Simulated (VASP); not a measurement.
# BaTiO3 (Cm) in VASP: further runs

Runs on BaTiO3. Level: r2SCAN. Tasks: single point.

Program: VASP 6.6.1. These are calculated values, not measurements. Logs are shortened: lines on timing, memory, paths and dates and some standing lists are left out, and cuts for length are marked.

### 1 The cell of the first run

The structure is monoclinic, space group Cm (No. 8). The conventional cell has a = 5.701 Å, b = 5.680 Å, c = 18.071 Å, α = 90.00°, β = 90.19°, γ = 90.00°. Within 3.7 Å of Ba (site symmetry m) lie 8 O at 2.78 to 2.93 Å and 4 Ti at 3.40 to 3.51 Å. Ba (site symmetry m) has 12 O at 2.78 to 2.93 Å and 8 Ti at 3.40 to 3.59 Å within 3.7 Å. Within 3.7 Å of Ba (site symmetry m) lie 12 O at 2.78 to 2.93 Å and 8 Ti at 3.40 to 3.59 Å. Within 2.5 Å of Ti (site symmetry m) lie 5 O at 1.87 to 2.16 Å. Within 2.5 Å of Ti (site symmetry m) lie 6 O at 1.87 to 2.16 Å. Within 2.5 Å of Ti (site symmetry m) lie 6 O at 1.87 to 2.16 Å. O (site symmetry 1) has 2 Ti at 1.87 to 2.16 Å within 2.5 Å. O (site symmetry 1) has 2 Ti at 1.87 to 2.16 Å within 2.5 Å.

### 2 Single point, r2SCAN (the distance across one plane changed)

POSCAR

```
BaTiO3
1.0
    2.8400536680     -1.6397057497     -2.3314328258
    0.0000000000      3.2794114995     -2.3314328258
   12.7704074467      7.3729981770     10.4459464272
Ba Ti O
3 3 9
Direct
    0.9939305310      0.9939305310      0.6137543721
    0.9963135417      0.9963135417      0.1684377102
    0.9951220364      0.9951220364      0.3910960411
    0.4834305063      0.4834305063      0.0601061376
    0.4822390009      0.4822390009      0.2827644685
    0.4810474955      0.4810474955      0.5054227994
    0.5099562709      0.0195501810      0.0542069840
    0.5087647655      0.0183586756      0.2768653149
    0.5075732601      0.0171671702      0.4995236458
    0.0195501810      0.5099562709      0.0542069840
    0.0183586756      0.5087647655      0.2768653149
    0.0171671702      0.5075732601      0.4995236458
    0.5093719494      0.5093719494      0.1633999854
    0.5081804440      0.5081804440      0.3860583164
    0.5069889386      0.5069889386      0.6087166473
```

INCAR.step1

```
PREC = Accurate
ENCUT = 520
ISMEAR = 0
SIGMA = 0.05
LREAL = Auto
LASPH = T
NELM = 100
NBANDS = 73
GGA = PE
ALGO = Normal
EDIFF = 1E-4
LWAVE = T
LCHARG = F
```

INCAR.step2

```
PREC = Accurate
ENCUT = 520
EDIFF = 1E-6
ISMEAR = 0
SIGMA = 0.05
LREAL = Auto
LASPH = T
NELM = 100
ALGO = Normal
ISIF = 2
LWAVE = F
LCHARG = F
METAGGA = R2SCAN
LMIXTAU = T
NBANDS = 73
ISTART = 1
```

KPOINTS

```
regular mesh
0
Gamma
  6 6 2
```

Potentials or basis: VASP PAW PBE potentials, release 64 (Ba_sv, Ti_sv, O).

Command:

```bash
cat potpaw_PBE.64/Ba_sv/POTCAR potpaw_PBE.64/Ti_sv/POTCAR potpaw_PBE.64/O/POTCAR > POTCAR
cp INCAR.step1 INCAR
mpirun -np 1 vasp_std > vasp.out
cp INCAR.step2 INCAR
mpirun -np 1 vasp_std > vasp.out
```

OUTCAR:

```text
PREC = Accurate
   ENCUT = 520
   EDIFF = 1E-6
   ISMEAR = 0
   LREAL = Auto
   LASPH = T
   NELM = 100
   ISIF = 2
   METAGGA = R2SCAN
   ISTART = 1

 ion  position               nearest neighbor table
   1  0.994  0.994  0.614-  15 2.78  15 2.84  15 2.84   9 2.84  12 2.84  15 2.93   9 2.93  12 2.93
                             6 3.40   6 3.45   6 3.45   6 3.51   3 4.02
   2  0.996  0.996  0.168-  13 2.78   8 2.78  11 2.78   7 2.84  10 2.84  13 2.84  13 2.84   8 2.84
                            11 2.84   7 2.93  10 2.93  13 2.93   4 3.40   4 3.45   4 3.45   5 3.45
   3  0.995  0.995  0.391-  14 2.78   9 2.78  12 2.78   8 2.84  11 2.84  14 2.84  14 2.84   9 2.84
                            12 2.84   8 2.93  11 2.93  14 2.93   5 3.40   5 3.45   5 3.45   6 3.45
   4  0.483  0.483  0.060-  13 1.87  10 1.87   7 1.87  10 2.16   7 2.16   2 3.40   2 3.45   2 3.45
                             2 3.51
   5  0.482  0.482  0.283-  11 1.87   8 1.87  14 1.87  11 2.16   8 2.16  13 2.16   3 3.40   3 3.45
                             3 3.45   2 3.45   3 3.51   2 3.51   2 3.51   2 3.59
   6  0.481  0.481  0.505-  12 1.87   9 1.87  15 1.87  14 2.16  12 2.16   9 2.16   1 3.40   3 3.45
                             1 3.45   1 3.45   3 3.51   3 3.51   1 3.51   3 3.59
   7  0.510  0.020  0.054-   4 1.87   4 2.16   2 2.84   2 2.93
   8  0.509  0.018  0.277-   5 1.87   5 2.16   2 2.78   3 2.84   2 2.84   3 2.93
   9  0.508  0.017  0.500-   6 1.87   6 2.16   3 2.78   3 2.84   1 2.84   1 2.93
  10  0.020  0.510  0.054-   4 1.87   4 2.16   2 2.84   2 2.93
  11  0.018  0.509  0.277-   5 1.87   5 2.16   2 2.78   3 2.84   2 2.84   3 2.93
  12  0.017  0.508  0.500-   6 1.87   6 2.16   3 2.78   3 2.84   1 2.84   1 2.93
  13  0.509  0.509  0.163-   4 1.87   5 2.16   2 2.78   2 2.84   2 2.84   2 2.93
  14  0.508  0.508  0.386-   5 1.87   6 2.16   3 2.78   3 2.84   3 2.84   3 2.93
  15  0.507  0.507  0.609-   6 1.87   1 2.78   1 2.84   1 2.84   1 2.93

  LATTYP: Found a base centered monoclinic cell.
 ALAT       =     5.7006013602
 B/A-ratio  =     0.9964049364
 C/A-ratio  =     3.1700220855
 COS(beta)  =    -0.0033961290

  Lattice vectors:

 A1 = (   2.8400536680,  -1.6397057497,  -2.3314328258)
 A2 = (   0.0000000000,   3.2794114995,  -2.3314328258)
 A3 = (  12.7704074467,   7.3729981770,  10.4459464272)

Analysis of symmetry for initial positions (statically):
=====================================================================
 Subroutine PRICEL returns:
 Original cell was already a primitive cell.

 Routine SETGRP: Setting up the symmetry group for a
 base centered monoclinic supercell.

 Subroutine GETGRP returns: Found  2 space group operations
 (whereof  2 operations were pure point group operations)
 out of a pool of  4 trial point group operations.

The static configuration has the point symmetry C_1h.

Analysis of symmetry for dynamics (positions and initial velocities):
[... 162 lines left out ...]
   METAGGA = R2SCAN    functional components
   LHFCALC =     F    Hartree Fock is set to
   AEXX    =    0.0000 exact exchange contribution
   IVDW    =     0    specifies the selected vdW correction
   LEPSILON=     F    determine dielectric tensor
   LRPA    =     F    only Hartree local field effects (RPA)
 non-spin polarized calculation
 Gauss-broadening in eV      SIGMA  =   0.05
  energy-cutoff  :      520.00
  volume of cell :      292.57
 maximum number of plane-waves:      7932
 NGX is ok and might be reduce to    30
   NGX = 15   NGY = 15   NGZ = 67

 number of electron     120.0000024 magnetization

 Free energy of the ion-electron system (eV)
  ---------------------------------------------------
  ext. energy  EPLUGINS =         0.00000000
  ---------------------------------------------------
  free energy    TOTEN  =      -220.32855844 eV

  energy without entropy =     -220.32699806  energy(sigma->0) =     -220.32777825

 E-fermi :   2.7670     XC(G=0):  -8.5502

 val. band max:        2.7636793359   @ k =   0.0000   0.0000   0.0000
 cond. band min:       2.7702740328   @ k =   0.5000   0.5000   0.0000
 fundamental gap:      0.0065946970
 Fermi energy:         2.7669742862

 k-point     1 :       0.0000    0.0000    0.0000
  band No.  band energies     occupation
      1     -58.5893      2.00000
      2     -57.6309      2.00000
      3     -56.5286      2.00000
      4     -33.8125      2.00000
      5     -33.8062      2.00000
      6     -33.8022      2.00000
[... 1789 lines left out ...]
     71       6.3434      0.00000
     72       6.4540      0.00000

 [... further k-points ...]

 [bands above 72 left out]

------------------------ aborting loop because EDIFF is reached ----------------------------------------

  FORCE on cell =-STRESS in cart. coord.  units (eV):
  Direction    XX          YY          ZZ          XY          YZ          ZX
  --------------------------------------------------------------------------------------
  -------------------------------------------------------------------------------------
  Total       -2.2155796     -3.1624653     -2.6519911      0.8200271      0.6733615      1.1663123
  in kB      -12.1330576    -17.3184362    -14.5229544      4.4906696      3.6874931      6.3870125
  external PRESSURE =     -14.6581494 kB  Pullay stress =       0.0000000 kB

 VOLUME and BASIS-vectors are now :
 -----------------------------------------------------------------------------
  energy-cutoff  :      520.00
  volume of cell :      292.57
      direct lattice vectors                 reciprocal lattice vectors
     2.840053668 -1.639705750 -2.331432826     0.175843243 -0.101765363 -0.143143949
     0.000000000  3.279411500 -2.331432826    -0.000209768  0.203167397 -0.143143949
    12.770407447  7.372998177 10.445946427     0.039199670  0.022631940  0.031834262

 POSITION                                       TOTAL-FORCE (eV/Angst)
 -----------------------------------------------------------------------------------
     10.66071      6.15496      1.77668        -0.490094     -0.282956     -0.337732
      4.98060      2.87555     -2.88618        -0.987428     -0.570092     -0.836856
      7.82066      4.51526     -0.55475        -0.609279     -0.351767     -0.511113
      2.14055      1.23585     -1.62631         0.417522      0.241056      0.852529
      4.98060      2.87555      0.70513        -1.168859     -0.674841     -0.972682
      7.82066      4.51526      3.03656        -0.551179     -0.318223     -1.006539
      2.14055     -0.37240     -0.66827        -0.103961      0.133110     -0.326926
      4.98060      1.26731      1.66317         0.410885      0.208492      0.371816
      7.82066      2.90701      3.99460         0.521921      0.065129      0.628646
      0.74777      2.03997     -0.66827         0.063296     -0.156587     -0.326926
      3.58782      3.67967      1.66317         0.386002      0.251591      0.371816
      6.42788      5.31938      3.99460         0.317364      0.419433      0.628646
      3.53333      2.03997     -0.66827         0.489195      0.282437      0.531305
      6.37338      3.67967      1.66317         0.931402      0.537745      0.718899
      9.21344      5.31938      3.99460         0.373212      0.215474      0.215116
 -----------------------------------------------------------------------------------
    total drift:                                0.012017      0.006938     -0.015749

  FREE ENERGIE OF THE ION-ELECTRON SYSTEM (eV)
  ---------------------------------------------------
  free  energy   TOTEN  =      -220.3285584412 eV

  energy  without entropy=     -220.3269980590  energy(sigma->0) =     -220.32777825
```

OSZICAR.step1:

```text
N       E                     dE             d eps       ncg     rms          rms(c)
DAV:   1     0.152734563668E+04    0.15273E+04   -0.60195E+04  3940   0.165E+03
DAV:   2     0.769910994652E+02   -0.14504E+04   -0.13979E+04  4726   0.471E+02
DAV:   3    -0.135024047216E+03   -0.21202E+03   -0.21065E+03  5089   0.185E+02
[... 13 lines left out ...]
DAV:  17    -0.118097133291E+03   -0.15107E-02   -0.44155E-03  4616   0.277E-01    0.812E-02
DAV:  18    -0.118098678493E+03   -0.15452E-02   -0.84290E-04  4096   0.127E-01    0.575E-02
DAV:  19    -0.118099462563E+03   -0.78407E-03   -0.46078E-04  3958   0.951E-02    0.374E-02
DAV:  20    -0.118099620319E+03   -0.15776E-03   -0.15047E-04  3005   0.773E-02    0.248E-02
DAV:  21    -0.118099625429E+03   -0.51094E-05   -0.52616E-05  2850   0.399E-02
   1 F= -.11809963E+03 E0= -.11809914E+03  d E =-.961619E-03
```

Wall time 34 min (1 thread of Intel Xeon 6975P-C (Granite Rapids), shared host); peak memory 0.59 GiB.

What came out:

- Free energy: -220.3286 eV
- Pressure: -1.5 GPa
- Largest force: 1.664 eV/Å
- Band gap on the k mesh: zero (bands 60 and 61 overlap by 0.01 eV)

Forces on the atoms (eV/Å):
```
Ba  -0.490 -0.283 -0.338
Ba  -0.987 -0.570 -0.837
Ba  -0.609 -0.352 -0.511
Ti   0.418  0.241  0.853
Ti  -1.169 -0.675 -0.973
Ti  -0.551 -0.318 -1.007
O   -0.104  0.133 -0.327
O    0.411  0.208  0.372
O    0.522  0.065  0.629
O    0.063 -0.157 -0.327
O    0.386  0.252  0.372
O    0.317  0.419  0.629
O    0.489  0.282  0.531
O    0.931  0.538  0.719
O    0.373  0.215  0.215
```

Levels at points of the mesh, in eV from the Fermi level:
| k point | band 58 | band 59 | band 60 | band 61 | band 62 | band 63 |
| --- | --- | --- | --- | --- | --- | --- |
| (0.00, 0.00, 0.00) | -1.53 | -1.09 | -0.92 | 0.00 | 0.44 | 0.54 |
| (0.50, 0.00, 0.00) | -1.74 | -1.55 | -1.25 | 0.65 | 1.26 | 1.34 |
| (0.50, 0.50, 0.00) | -1.35 | -1.34 | 0.00 | 1.50 | 1.59 | 1.74 |
| (0.00, 0.00, 0.50) | -1.53 | -1.09 | -0.92 | 0.00 | 0.44 | 0.54 |
| (0.50, 0.00, 0.50) | -1.74 | -1.55 | -1.25 | 0.65 | 1.26 | 1.34 |
| (0.50, 0.50, 0.50) | -1.35 | -1.34 | 0.00 | 1.50 | 1.59 | 1.74 |

Caveat: the cell differs from its parent crystal (the distance across one plane changed); the PAW data sets were made with another functional, which shifts forces and pressure a little; spin-orbit coupling is left out, which moves the levels of the heavy elements.

### 3 Single point, r2SCAN (the distance across one plane changed)

POSCAR

```
BaTiO3
1.0
    2.8400536680     -1.6397057497     -2.3314328258
    0.0000000000      3.2794114995     -2.3314328258
   10.6452842253      6.1460577131      8.7201224524
Ba Ti O
3 3 9
Direct
    0.9952458234      0.9952458234      0.7359275465
    0.9966745084      0.9966745084      0.2019667093
    0.9959601659      0.9959601659      0.4689471279
    0.4835593154      0.4835593154      0.0720707898
    0.4828449729      0.4828449729      0.3390512085
    0.4821306304      0.4821306304      0.6060316271
    0.5100724379      0.0196663480      0.0649973581
    0.5093580954      0.0189520055      0.3319777768
    0.5086437530      0.0182376631      0.5989581954
    0.0196663480      0.5100724379      0.0649973581
    0.0189520055      0.5093580954      0.3319777768
    0.0182376631      0.5086437530      0.5989581954
    0.5097221200      0.5097221200      0.1959261813
    0.5090077775      0.5090077775      0.4629066000
    0.5082934351      0.5082934351      0.7298870186
```

INCAR.step1

```
ALGO = Normal
EDIFF = 1E-4
ENCUT = 520
GGA = PE
ISMEAR = 0
LASPH = T
LCHARG = F
LREAL = Auto
LWAVE = T
NBANDS = 73
NELM = 60
PREC = Accurate
SIGMA = 0.05
```

INCAR.step2

```
ALGO = Normal
EDIFF = 1E-7
ENCUT = 520
ISIF = 2
ISMEAR = 0
ISTART = 1
LASPH = T
LCHARG = F
LMIXTAU = T
LREAL = Auto
LWAVE = F
METAGGA = R2SCAN
NBANDS = 73
NELM = 60
PREC = Accurate
SIGMA = 0.05
```

KPOINTS

```
k-points
0
Gamma
  6 6 2
```

Potentials or basis: VASP PAW PBE potentials, release 64 (Ba_sv, Ti_sv, O).

Command:

```bash
cat potpaw_PBE.64/Ba_sv/POTCAR potpaw_PBE.64/Ti_sv/POTCAR potpaw_PBE.64/O/POTCAR > POTCAR
cp INCAR.step1 INCAR
mpirun -np 1 vasp_std > vasp.out
cp INCAR.step2 INCAR
mpirun -np 1 vasp_std > vasp.out
```

Run time: 19 min. Hardware: 1 thread of AMD EPYC 9R45 (Zen 5), shared host; peak memory 0.48 GiB.

The run converged. Its results:

```yaml
Free_energy: -220.6417 eV
Pressure: -1.8 GPa
Largest_force: 1.351 eV/Å
Band_gap_on_the_k_mesh: 0.66 eV (least direct gap 1.58 eV)
```

Forces on the atoms (eV/Å):
```
Ba  -0.064 -0.037 -0.002
Ba  -0.836 -0.483 -0.713
Ba  -0.447 -0.258 -0.382
Ti   0.764  0.441  1.023
Ti  -0.759 -0.438 -0.680
Ti  -0.150 -0.087 -0.513
O   -0.259 -0.007 -0.437
O    0.287  0.127  0.282
O    0.401  0.007  0.453
O   -0.136 -0.221 -0.437
O    0.254  0.185  0.282
O    0.206  0.344  0.453
O    0.184  0.106  0.309
O    0.607  0.351  0.469
O   -0.051 -0.030 -0.106
```

Stress tensor (GPa, compression positive):
```
-1.72  0.25  0.48
 0.25 -2.01  0.28
 0.48  0.28 -1.70
```

Levels at points of the mesh, in eV from the valence-band top:
```csv
k point,band 56,band 57,band 58,band 59,band 60,band 61,band 62,band 63,band 64,band 65
"(0.00, 0.00, 0.00)",-2.10,-2.08,-1.54,-1.10,-0.92,0.66,1.15,1.18,1.44,1.81
"(0.50, 0.00, 0.00)",-2.22,-1.90,-1.76,-1.51,-1.22,1.29,1.93,1.99,2.05,2.60
"(0.50, 0.50, 0.00)",-2.21,-1.54,-1.29,-1.27,0.00,2.18,2.27,2.41,2.84,2.97
"(0.00, 0.00, 0.50)",-2.09,-2.08,-1.54,-1.10,-0.92,0.66,1.12,1.19,1.44,1.79
"(0.50, 0.00, 0.50)",-2.22,-1.90,-1.76,-1.51,-1.22,1.29,1.93,1.98,2.04,2.67
"(0.50, 0.50, 0.50)",-2.22,-1.54,-1.28,-1.26,0.00,2.18,2.27,2.41,2.84,2.98
```

Caveat: the cell differs from its parent crystal (the distance across one plane changed); the PAW data sets were made with another functional, which shifts forces and pressure a little; spin-orbit coupling is left out, which moves the levels of the heavy elements. A k mesh can miss the band edges.
